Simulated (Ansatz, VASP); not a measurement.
Two plane-wave programs on InP

```
CELL_PARAMETERS angstrom
2.94719 -3.04650 0.00000
2.94719 3.04650 0.00000
0.00000 0.00000 5.53308
ATOMIC_POSITIONS crystal
In 0.25577 0.74423 0.50000
In 0.74423 0.25577 0.50000
P 0.82942 0.17058 0.00000
P 0.17058 0.82942 0.00000
```

Alike in both runs: functional PBE; k mesh 12 × 12 × 8; occupations gaussian, width 0.1 eV; no spin polarisation.

Ansatz relaxed the structure, and its values are those at the end. VASP's run is a single point on that final structure, the one shown.

```csv
,VASP,Ansatz
version,VASP 6.6.1,Ansatz 0.2.0
potentials or method,"VASP PAW PBE potentials, release 64 (In_d, P), cutoff 520 eV","scalar-relativistic, plane waves, PAW"
valence electrons in the cell,36,36
```

|  | VASP | Ansatz | Ansatz less VASP |
| --- | --- | --- | --- |
| gap on the k mesh at the Fermi level (eV) | none | none | - |
| pressure (GPa) | -0.1 | 0.0 | +0.08 |
| rms of the force components (eV/Å) | 0.022 | 0.001 | -0.0204 |

A gap of «none» marks a metal or a gap that the smearing closes.
